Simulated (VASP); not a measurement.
# HfC: single point with r2SCAN

The system is HfC.

```
CELL_PARAMETERS angstrom
0.00000 2.31762 2.31762
2.31762 0.00000 2.31762
2.31762 2.31762 0.00000
ATOMIC_POSITIONS crystal
Hf 0.50000 0.50000 0.50000
C 0.00000 0.00000 0.00000
```

- Program: VASP 6.6.1
- Task: single point
- Functional: r2SCAN
- Potentials or basis: VASP PAW PBE potentials, release 64 (Hf_pv, C)
- Cutoff: 660 eV
- k mesh: 8 × 8 × 8
- Occupations: gaussian, width 0.05 eV
- Spin: no spin polarisation
- Dipole correction: no
- Further INCAR settings: ALGO = Normal; EDIFF = 1e-06; NBANDS = 14

| Quantity | Value |
| --- | --- |
| Pressure | -0.3 GPa |
| Band gap on the k mesh | zero (bands 7 and 8 overlap by 1.35 eV) |

Levels at points of the mesh, in eV from the Fermi level:
| k point | band 5 | band 6 | band 7 | band 8 | band 9 | band 10 |
| --- | --- | --- | --- | --- | --- | --- |
| (0.00, 0.00, 0.00) | 1.10 | 1.10 | 1.10 | 1.73 | 1.73 | 1.73 |
| (0.50, 0.00, 0.00) | -6.27 | -3.09 | -3.09 | 5.80 | 5.80 | 6.36 |
| (0.50, 0.50, 0.00) | -2.71 | -1.56 | -0.08 | -0.08 | 5.61 | 7.24 |

Run time: 29 s on 1 thread of Intel(R) Xeon(R) 6975P-C (Granite Rapids), with other jobs on the host, peak memory 0.17 GiB.

Caveat: the PAW data sets were made with another functional, which shifts forces and pressure a little; spin-orbit coupling is left out, which moves the levels of the heavy elements.
